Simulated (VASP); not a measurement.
# Si16Ge (a cell with a defect) in VASP: notebook

The runs below take Si16Ge (a cell with a defect) through single point, with PBEsol.

Everything below comes from runs of VASP 6.6.1. Logs are shortened: lines on timing, memory, paths and dates and some standing lists are left out, and cuts for length are marked.

## (1) The cell of the first run

The cell holds a defect, 17 atoms: a = 7.679 Å, b = 7.679 Å, c = 7.679 Å, α = 60.00°, β = 60.00°, γ = 60.00°.

## (2) Single point, PBEsol

File INCAR:

```
ALGO = Normal
EDIFF = 1E-6
ENCUT = 520
GGA = PS
ISIF = 2
ISMEAR = 0
LASPH = T
LCHARG = T
LELF = T
LREAL = Auto
LVHAR = T
LWAVE = F
NBANDS = 53
NELM = 80
PREC = Accurate
SIGMA = 0.02
```

File KPOINTS:

```
k-points
0
Gamma
  2 2 2
```

File POSCAR:

```
Si16Ge
1.0
    0.0000000000      5.4300000000      5.4300000000
    5.4300000000      0.0000000000      5.4300000000
    5.4300000000      5.4300000000      0.0000000000
Si Ge
16 1
Direct
    0.0457635359     -0.0150154696     -0.0147329650
    0.1330828729      0.1276233886      0.1279123389
   -0.0122320442      0.0158716390      0.4988246777
    0.1330203499      0.1276984346      0.6126656538
   -0.0122553407      0.4985336096      0.0161790976
    0.1329953039      0.6123859116      0.1279956722
   -0.0123157459      0.4985875691      0.4988860958
    0.0717946593      0.6429779006      0.6432828729
    0.5115234807      0.0085674954      0.0088503683
    0.6756081952      0.1083511050      0.1086413444
    0.5114767035      0.0086980663      0.4722995396
    0.6163395948      0.1538913444      0.6155469613
    0.5114502762      0.4720060773      0.0090007366
    0.6163164825      0.6152593923      0.1541862799
    0.4465073665      0.5180662983      0.5183651934
    0.6162825046      0.6152622468      0.6155674033
    0.4574093923      0.8477138122      0.8480084715
```

Potentials or basis: VASP PAW PBE potentials, release 64 (Si, Ge_d).

On the command line:

```console
cat potpaw_PBE.64/Si/POTCAR potpaw_PBE.64/Ge_d/POTCAR > POTCAR
mpirun -np 1 vasp_std > vasp.out
```

OUTCAR:

```text
EDIFF = 1E-6
   ENCUT = 520
   GGA = PS
   ISIF = 2
   ISMEAR = 0
   LASPH = T
   LREAL = Auto
   NELM = 80
   PREC = Accurate

 ion  position               nearest neighbor table
   1  0.046  0.985  0.985-  10 2.32   2 2.35   6 2.35   4 2.35  17 2.58
   2  0.133  0.128  0.128-   5 2.33   3 2.33   1 2.35   9 2.37
   3  0.988  0.016  0.499-   2 2.33   4 2.33  12 2.33   8 2.35
   4  0.133  0.128  0.613-   7 2.33   3 2.33   1 2.35  11 2.37
   5  0.988  0.499  0.016-   2 2.33   6 2.33  14 2.33   8 2.35
   6  0.133  0.612  0.128-   7 2.33   5 2.33   1 2.35  13 2.37
   7  0.988  0.499  0.499-   6 2.33   4 2.33  16 2.33   8 2.35
   8  0.072  0.643  0.643-  15 2.35   7 2.35   5 2.35   3 2.35
   9  0.512  0.009  0.009-  10 2.30   2 2.37  17 2.40  12 2.47  14 2.47
  10  0.676  0.108  0.109-   9 2.30  11 2.30  13 2.30   1 2.32
  11  0.511  0.009  0.472-  10 2.30   4 2.37  17 2.40  12 2.47  16 2.47
  12  0.616  0.154  0.616-  15 2.31   3 2.33  11 2.47   9 2.47  17 2.59
  13  0.511  0.472  0.009-  10 2.30   6 2.37  17 2.40  14 2.47  16 2.47
  14  0.616  0.615  0.154-  15 2.31   5 2.33  13 2.47   9 2.47  17 2.59
  15  0.447  0.518  0.518-  16 2.31  12 2.31  14 2.31   8 2.35
  16  0.616  0.615  0.616-  15 2.31   7 2.33  13 2.47  11 2.47  17 2.59
  17  0.457  0.848  0.848-  11 2.40  13 2.40   9 2.40   1 2.58  16 2.59  14 2.59  12 2.59

  LATTYP: Found a face centered cubic cell.
 ALAT       =    10.8600000000

  Lattice vectors:

 A1 = (   0.0000000000,   5.4300000000,   5.4300000000)
 A2 = (   5.4300000000,   0.0000000000,   5.4300000000)
 A3 = (   5.4300000000,   5.4300000000,   0.0000000000)

Analysis of symmetry for initial positions (statically):
=====================================================================
 Subroutine PRICEL returns:
 Original cell was already a primitive cell.

 Routine SETGRP: Setting up the symmetry group for a
 face centered cubic supercell.

 Subroutine GETGRP returns: Found  1 space group operations
 (whereof  1 operations were pure point group operations)
 out of a pool of 48 trial point group operations.

The static configuration has the point symmetry C_1 .

Analysis of symmetry for dynamics (positions and initial velocities):
=====================================================================
 Subroutine PRICEL returns:
 Original cell was already a primitive cell.

 Routine SETGRP: Setting up the symmetry group for a
 face centered cubic supercell.

 Subroutine GETGRP returns: Found  1 space group operations
 (whereof  1 operations were pure point group operations)
 out of a pool of 48 trial point group operations.

The dynamic configuration has the point symmetry C_1 .

[... 119 lines left out ...]
   POTIM  = 0.5000    time-step for ionic-motion
   TEBEG  =    0.0;   TEEND  =   0.0 temperature during run
   PSTRESS=    0.0 pullay stress
   NELECT =      78.0000    total number of electrons
   NUPDOWN=      -1.0000    fix difference up-down
   EMIN   =  10.00;   EMAX   =-10.00  energy-range for DOS
   EFERMI =   0.00;   METHOD = LEGACY
   ISMEAR =     0;   SIGMA  =   0.02  broadening in eV -4-tet -1-fermi 0-gaus
   EFERMI_NEDOS =   21; number of points for ismear=-14 and -15
   IALGO  =     38    algorithm
   IMIX   =      4    mixing-type and parameters
     AMIX     =   0.40;   BMIX     =  1.00
     AMIX_MAG =   1.60;   BMIX_MAG =  1.00
  volume/ion in A,a.u.               =      18.84       127.11
  Fermi-wavevector in a.u.,A,eV,Ry     =   1.022421  1.932096 14.222785  1.045345
  Thomas-Fermi vector in A             =   2.156100
   LORBIT       =      0    0 simple, 1 ext, 2 COOP (PROOUT), +10 PAW based schemes
   GGA     = PS    functional components
   LHFCALC =     F    Hartree Fock is set to
   AEXX    =    0.0000 exact exchange contribution
   IVDW    =     0    specifies the selected vdW correction
   LEPSILON=     F    determine dielectric tensor
   LRPA    =     F    only Hartree local field effects (RPA)
 non-spin polarized calculation
 Gauss-broadening in eV      SIGMA  =   0.02
  energy-cutoff  :      520.00
  volume of cell :      320.21
 maximum number of plane-waves:      8646
 NGX is ok and might be reduce to    60
   NGX = 29   NGY = 29   NGZ = 29

 number of electron      78.0000002 magnetization

 Free energy of the ion-electron system (eV)
  ---------------------------------------------------
  ext. energy  EPLUGINS =         0.00000000
  ---------------------------------------------------
  free energy    TOTEN  =       -92.51029046 eV

  energy without entropy =      -92.50643430  energy(sigma->0) =      -92.50836238

 E-fermi :   6.7821     XC(G=0):  -9.8982

 val. band max:        6.6177452643   @ k =   0.0000   0.0000   0.0000
 cond. band min:       6.7880352839   @ k =   0.5000   0.5000   0.0000
 fundamental gap:      0.1702900197
 Fermi energy:         6.7820975418

 k-point     1 :       0.0000    0.0000    0.0000
  band No.  band energies     occupation
      1     -18.1964      2.00000
      2     -18.1963      2.00000
      3     -18.1886      2.00000
      4     -18.1700      2.00000
      5     -18.1698      2.00000
      6      -6.5258      2.00000
[... 421 lines left out ...]
     50      10.2134      0.00000
     51      10.3903      0.00000
 [bands above 51 left out]

------------------------ aborting loop because EDIFF is reached ----------------------------------------

  FORCE on cell =-STRESS in cart. coord.  units (eV):
  Direction    XX          YY          ZZ          XY          YZ          ZX
  --------------------------------------------------------------------------------------
  -------------------------------------------------------------------------------------
  Total        8.0463733      8.0275847      8.0236344      1.6648513     -1.6617759      1.6630914
  in kB       40.2606959     40.1666855     40.1469197      8.3302214     -8.3148334      8.3214155
  external PRESSURE =      40.1914337 kB  Pullay stress =       0.0000000 kB

 VOLUME and BASIS-vectors are now :
 -----------------------------------------------------------------------------
  energy-cutoff  :      520.00
  volume of cell :      320.21
      direct lattice vectors                 reciprocal lattice vectors
     0.000000000  5.430000000  5.430000000    -0.092081031  0.092081031  0.092081031
     5.430000000  0.000000000  5.430000000     0.092081031 -0.092081031  0.092081031
     5.430000000  5.430000000  0.000000000     0.092081031  0.092081031 -0.092081031

 POSITION                                       TOTAL-FORCE (eV/Angst)
 -----------------------------------------------------------------------------------
     10.69847      5.59850      5.59696         0.004719     -0.004369     -0.004991
      1.38756      1.41720      1.41563         0.002122      0.003220      0.004610
      2.79480      8.07220      5.44976        -0.021893      0.021630     -0.002395
      4.02018      4.04908      1.41570        -0.004132      0.000646      0.004106
      2.79489      5.45131      8.07049        -0.021728     -0.002740      0.021715
      4.02027      1.41718      4.04742        -0.005051      0.003897     -0.000368
[... 9 lines left out ...]
      6.68341      6.68894      6.68729         0.029206      0.041007      0.041775
      9.20777      7.08842      7.08682         0.328218     -0.326767     -0.326675
 -----------------------------------------------------------------------------------
    total drift:                                0.000642     -0.003783     -0.004070

  FREE ENERGIE OF THE ION-ELECTRON SYSTEM (eV)
  ---------------------------------------------------
  free  energy   TOTEN  =       -92.5102904625 eV

  energy  without entropy=      -92.5064342968  energy(sigma->0) =      -92.50836238
```

OSZICAR:

```text
N       E                     dE             d eps       ncg     rms          rms(c)
DAV:   1     0.402711168542E+03    0.40271E+03   -0.29913E+04  1034   0.159E+03
DAV:   2    -0.288566388447E+02   -0.43157E+03   -0.39889E+03   962   0.399E+02
DAV:   3    -0.909807130183E+02   -0.62124E+02   -0.59802E+02  1032   0.102E+02
DAV:   4    -0.942846882770E+02   -0.33040E+01   -0.32718E+01  1072   0.282E+01
DAV:   5    -0.943870710054E+02   -0.10238E+00   -0.10180E+00  1072   0.479E+00    0.146E+01
DAV:   6    -0.930687711788E+02    0.13183E+01   -0.79171E-01  1024   0.315E+00    0.865E+00
DAV:   7    -0.925094013356E+02    0.55937E+00   -0.13330E+00  1008   0.354E+00    0.630E-01
DAV:   8    -0.925094639748E+02   -0.62639E-04   -0.10635E-01  1016   0.155E+00    0.382E-01
DAV:   9    -0.925101492328E+02   -0.68526E-03   -0.62772E-03  1096   0.342E-01    0.193E-01
DAV:  10    -0.925102632477E+02   -0.11401E-03   -0.92212E-04  1000   0.131E-01    0.750E-02
DAV:  11    -0.925102885658E+02   -0.25318E-04   -0.10059E-04  1072   0.405E-02    0.213E-02
DAV:  12    -0.925102912108E+02   -0.26450E-05   -0.14606E-05  1088   0.158E-02    0.739E-03
DAV:  13    -0.925102904625E+02    0.74837E-06   -0.21033E-06   744   0.731E-03
   1 F= -.92510290E+02 E0= -.92508362E+02  d E =-.385617E-02
```

stdout:

```text
POSCAR found type information on POSCAR SiGe
 POSCAR found :  2 types and      17 ions
 scaLAPACK will be used
 -----------------------------------------------------------------------------
|                                                                             |
|                                                                             |
|     You enforced a specific xc type in the INCAR file but a different       |
|     I HOPE YOU KNOW WHAT YOU ARE DOING!                                     |
|                                                                             |
 -----------------------------------------------------------------------------

 LDA part: xc-table for (Slater+PW92), standard interpolation
 POSCAR, INCAR and KPOINTS ok, starting setup
 FFT: planning ... GRIDC
 FFT: planning ... GRID_SOFT
 FFT: planning ... GRID
 WAVECAR not read
 entering main loop
```

Wall time 3.5 min (1 thread of AMD EPYC 9R45 (Zen 5), shared host); peak memory 0.46 GiB.

What came out:

```
Free energy            : -92.5103 eV
Pressure               : 4.0 GPa
Largest force          : 0.567 eV/Å
Band gap on the k mesh : zero (band 39 reaches 6.79 eV, above the bottom of band 40 at 6.62 eV)
```

Forces in eV/Å, atoms in the order of the input:
```
Si   0.005 -0.004 -0.005
Si   0.002  0.003  0.005
Si  -0.022  0.022 -0.002
Si  -0.004  0.001  0.004
Si  -0.022 -0.003  0.022
Si  -0.005  0.004  0.000
Si   0.003  0.022  0.022
Si  -0.085  0.086  0.085
Si  -0.018  0.023  0.023
Si  -0.011  0.006  0.007
Si  -0.024  0.018  0.023
Si  -0.041  0.041 -0.028
Si  -0.024  0.023  0.018
Si  -0.041 -0.027  0.041
Si  -0.071  0.070  0.070
Si   0.029  0.041  0.042
Ge   0.328 -0.327 -0.327
```

Levels at points of the mesh, in eV from the Fermi level:
```tsv
k point	band 35	band 36	band 37	band 38	band 39	band 40	band 41	band 42	band 43	band 44
(0.00, 0.00, 0.00)	-1.51	-0.98	-0.61	-0.61	-0.45	-0.16	-0.16	0.07	0.07	0.55
(0.50, 0.00, 0.00)	-1.35	-1.35	-1.32	-1.32	-0.33	0.37	0.37	1.10	1.10	1.10
(0.00, 0.50, 0.00)	-1.44	-1.43	-1.40	-1.18	-0.17	0.16	0.74	0.77	0.86	1.22
(0.00, 0.00, 0.50)	-1.44	-1.43	-1.40	-1.18	-0.17	0.16	0.74	0.77	0.86	1.22
(0.50, 0.50, 0.50)	-1.44	-1.43	-1.40	-1.18	-0.17	0.16	0.74	0.77	0.86	1.22
(0.50, 0.50, 0.00)	-2.04	-1.89	-1.76	-1.08	0.01	0.50	1.14	1.23	1.37	1.85
(0.00, 0.50, 0.50)	-2.04	-1.89	-1.76	-1.08	0.01	0.50	1.14	1.23	1.37	1.85
(0.50, 0.00, 0.50)	-2.04	-1.89	-1.76	-1.08	0.01	0.50	1.14	1.23	1.37	1.85
```

Caveat: the k points lie up to 0.50 Å⁻¹ apart; the PAW data sets were made with another functional, which shifts forces and pressure a little.

## (3) Single point, PBEsol

File INCAR:

```
  ALGO = Normal
  EDIFF = 1E-7
  ENCUT = 520
  GGA = PS
  ISIF = 2
  ISMEAR = 0
  LASPH = True
  LCHARG = False
  LREAL = Auto
  LWAVE = False
  NBANDS = 53
  NELM = 80
  PREC = Accurate
  SIGMA = 0.02
```

KPOINTS is that of step 2.

File POSCAR:

```
Si16Ge
1.0
    0.0000000000      5.4300000000      5.4300000000
    5.4300000000      0.0000000000      5.4300000000
    5.4300000000      5.4300000000      0.0000000000
Si Ge
16 1
Direct
    0.0526180479     -0.0171786372     -0.0171635359
    0.1363694291      0.1261510129      0.1261981584
   -0.0136363720      0.0211853591      0.4967468692
    0.1362842541      0.1261822284      0.6124043278
   -0.0137002762      0.4967006446      0.0212840700
    0.1362312155      0.6123954880      0.1262369245
   -0.0137381215      0.4967458564      0.4968034991
    0.0397483425      0.6537275322      0.6538107735
    0.5077415285      0.0090625230      0.0090597606
    0.6768327808      0.1080716390      0.1081209945
    0.5076789134      0.0090260589      0.4752973297
    0.6130921731      0.1669962247      0.6104058011
    0.5076219153      0.4752268877      0.0090891344
    0.6130115101      0.6103704420      0.1670046961
    0.4205587477      0.5268303867      0.5268799263
    0.6129633517      0.6105534070      0.6106966851
    0.5979814917      0.8011008287      0.8011234807
```

Potentials or basis: VASP PAW PBE potentials, release 64 (Si, Ge_d).

On the command line:

```console
cat potpaw_PBE.64/Si/POTCAR potpaw_PBE.64/Ge_d/POTCAR > POTCAR
mpirun -np 1 vasp_std > vasp.out
```

It took 3.6 min on 1 thread of AMD EPYC 9R45 (Zen 5), shared host; peak memory 0.45 GiB.

It converged, with:

- Free energy: -92.4592 eV
- Pressure: 3.5 GPa
- Largest force: 0.015 eV/Å
- Band gap on the k mesh: 0.02 eV

Forces on the atoms (eV/Å):
```
Si   0.001 -0.001 -0.001
Si   0.000  0.001  0.001
Si   0.001  0.001  0.003
Si  -0.002  0.002  0.000
Si   0.001  0.003  0.001
Si  -0.001  0.000  0.002
Si  -0.001  0.000  0.000
Si   0.008 -0.006 -0.006
Si  -0.015 -0.001  0.000
Si   0.000  0.001  0.001
Si  -0.002  0.009  0.003
Si   0.000 -0.001 -0.003
Si  -0.003  0.003  0.009
Si  -0.002 -0.005 -0.001
Si   0.004 -0.004 -0.004
Si   0.008  0.003  0.001
Ge   0.002 -0.003 -0.003
```

Stress tensor (GPa, compression positive):
```
 3.50  0.61  0.62
 0.61  3.50 -0.63
 0.62 -0.63  3.50
```

Levels at points of the mesh, in eV from the valence-band top:
| k point | band 35 | band 36 | band 37 | band 38 | band 39 | band 40 | band 41 | band 42 | band 43 | band 44 |
| --- | --- | --- | --- | --- | --- | --- | --- | --- | --- | --- |
| (0.00, 0.00, 0.00) | -1.24 | -0.98 | -0.42 | -0.40 | -0.40 | 0.02 | 0.02 | 0.35 | 0.35 | 0.88 |
| (0.50, 0.00, 0.00) | -1.13 | -1.13 | -1.06 | -1.05 | -0.14 | 0.51 | 0.51 | 1.27 | 1.33 | 1.33 |
| (0.00, 0.50, 0.00) | -1.27 | -1.25 | -1.19 | -0.70 | -0.20 | 0.33 | 0.83 | 0.96 | 1.15 | 1.40 |
| (0.00, 0.00, 0.50) | -1.27 | -1.25 | -1.19 | -0.70 | -0.20 | 0.33 | 0.83 | 0.96 | 1.15 | 1.40 |
| (0.50, 0.50, 0.50) | -1.27 | -1.25 | -1.19 | -0.70 | -0.20 | 0.33 | 0.83 | 0.96 | 1.15 | 1.40 |
| (0.50, 0.50, 0.00) | -1.78 | -1.65 | -1.53 | -0.63 | 0.00 | 0.53 | 1.44 | 1.55 | 1.84 | 1.97 |
| (0.00, 0.50, 0.50) | -1.78 | -1.65 | -1.53 | -0.63 | 0.00 | 0.53 | 1.44 | 1.55 | 1.84 | 1.97 |
| (0.50, 0.00, 0.50) | -1.78 | -1.65 | -1.53 | -0.63 | 0.00 | 0.53 | 1.44 | 1.55 | 1.84 | 1.97 |

Caveat: the k points lie up to 0.50 Å⁻¹ apart; the PAW data sets were made with another functional, which shifts forces and pressure a little.

## (4) Single point, PBEsol

File INCAR:

```
SYSTEM = Si16Ge
PREC     = Accurate       ! precision mode
ENCUT    = 520            ! plane-wave cutoff, eV
EDIFF    = 1E-7           ! SCF threshold, eV
ISMEAR   = 0              ! smearing method
SIGMA    = 0.02           ! smearing width, eV
LREAL    = Auto         
LASPH    = .True.         ! aspherical terms in the spheres
NELM     = 80             ! most SCF steps
ALGO     = Normal         ! electronic algorithm
ISIF     = 2              ! what is computed and relaxed
LWAVE    = .False.        ! write WAVECAR
LCHARG   = .False.        ! write CHGCAR
GGA      = PS             ! functional
NBANDS   = 53             ! bands
```

File KPOINTS:

```
Automatic mesh
0
Gamma
  2 2 2
  0 0 0
```

File POSCAR:

```
Si16Ge
1.0
    0.0000000000      5.4300000000      5.4300000000
    5.4300000000      0.0000000000      5.4300000000
    5.4300000000      5.4300000000      0.0000000000
Si Ge
16 1
Direct
    0.0422797422     -0.0137828729     -0.0139758748
    0.1346332413      0.1266207182      0.1263953039
   -0.0109251381      0.0168468692      0.4968568140
    0.1337400552      0.1274890424      0.6127422652
   -0.0110574586      0.4970725599      0.0166620626
    0.1336493554      0.6129276243      0.1273285451
   -0.0122955801      0.4985116022      0.4983950276
    0.0669767035      0.6449418969      0.6447400552
    0.5054040516      0.0099186004      0.0097775322
    0.6682165746      0.1110942910      0.1108710866
    0.5052205341      0.0094606814      0.4759385820
    0.6104476059      0.1588711786      0.6136058011
    0.5051665746      0.4761514733      0.0093109576
    0.6103269797      0.6137796501      0.1586011971
    0.4377089319      0.5217908840      0.5215284530
    0.6092837937      0.6173209945      0.6173699816
    0.6637732965      0.7808018416      0.7803710866
```

On the command line:

```console
cat potpaw_PBE.64/Si/POTCAR potpaw_PBE.64/Ge_d/POTCAR > POTCAR
mpirun -np 1 vasp_std > vasp.out
```

Wall time 3.6 min (1 thread of AMD EPYC 9R45 (Zen 5), shared host); peak memory 0.46 GiB.

Results (log left out):

```
Free energy            : -92.5116 eV
Pressure               : 4.0 GPa
Largest force          : 0.449 eV/Å
Band gap on the k mesh : zero (band 39 reaches 6.80 eV, above the bottom of band 40 at 6.61 eV)
```

Forces on the atoms (eV/Å):
```
Si   0.055 -0.061 -0.061
Si   0.020 -0.030 -0.030
Si  -0.002  0.007 -0.033
Si   0.026 -0.028 -0.030
Si  -0.001 -0.032  0.007
Si   0.026 -0.029 -0.029
Si   0.032  0.005  0.005
Si  -0.094  0.097  0.097
Si   0.005 -0.030 -0.029
Si   0.053 -0.054 -0.054
Si   0.036 -0.031 -0.036
Si   0.018  0.008 -0.091
Si   0.037 -0.037 -0.032
Si   0.018 -0.091  0.009
Si  -0.053  0.055  0.055
Si   0.103  0.002  0.004
Ge  -0.280  0.249  0.247
```

Stress tensor (GPa, compression positive):
```
 4.17  0.70  0.70
 0.70  3.89 -0.71
 0.70 -0.71  3.87
```

Levels at points of the mesh, in eV from the Fermi level:
```tsv
k point	band 37	band 38	band 39	band 40	band 41	band 42
(0.00, 0.00, 0.00)	-0.64	-0.62	-0.52	-0.18	-0.16	0.06
(0.50, 0.00, 0.00)	-1.34	-1.31	-0.37	0.33	0.38	1.09
(0.00, 0.50, 0.00)	-1.42	-1.13	-0.14	0.13	0.73	0.75
(0.00, 0.00, 0.50)	-1.42	-1.13	-0.14	0.13	0.72	0.75
(0.50, 0.50, 0.50)	-1.40	-1.12	-0.13	0.12	0.72	0.77
(0.50, 0.50, 0.00)	-1.76	-1.08	0.00	0.47	1.13	1.23
(0.00, 0.50, 0.50)	-1.77	-1.10	0.01	0.48	1.12	1.22
(0.50, 0.00, 0.50)	-1.76	-1.08	0.00	0.47	1.13	1.23
```

Caveat: the k points lie up to 0.50 Å⁻¹ apart; the PAW data sets were made with another functional, which shifts forces and pressure a little.
